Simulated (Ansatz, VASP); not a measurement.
## One calculation of SnGe3O8, two programs

```
CELL_PARAMETERS angstrom
-2.99253 -3.21481 3.26535
-2.99224 3.21485 -3.26505
2.99257 -3.21453 -3.26505
ATOMIC_POSITIONS crystal
Sn 0.50000 0.50000 0.00000
Ge 0.00000 0.00004 0.00004
Ge 0.74740 0.24744 0.50004
Ge 0.25260 0.75259 0.49999
O 0.99997 0.31185 0.31182
O 0.49994 0.81502 0.31496
O 0.43229 0.23371 0.19864
O 0.96493 0.76636 0.19864
O 0.00003 0.68813 0.68815
O 0.50006 0.18500 0.68505
O 0.03507 0.23362 0.80134
O 0.56771 0.76627 0.80133
```

Change from the starting cell: cell x1, atoms moved at random (sigma 0.05 Å) and cell strained at random (1.5 %), then relaxed without symmetry.

Alike in both runs: functional PBE; k mesh 4 × 4 × 4; occupations gaussian, width 0.1 eV; no spin polarisation.

Ansatz relaxed the structure, and its values are those at the end. VASP's run is a single point on that final structure, the one shown.

```csv
,VASP,Ansatz
version,VASP 6.6.1,Ansatz 0.2.0
potentials or method,"VASP PAW PBE potentials, release 64 (Sn_d, Ge_d, O), cutoff 600 eV","scalar-relativistic, plane waves, PAW"
valence electrons in the cell,104,104
```

```tsv
	VASP	Ansatz	Ansatz less VASP
gap on the k mesh at the Fermi level (eV)	0.90	0.91	+0.010
least direct gap on the mesh (eV)	0.90	0.91	+0.010
pressure (GPa)	0.1	0.0	-0.10
rms of the force components (eV/Å)	0.013	0.001	-0.0127
```
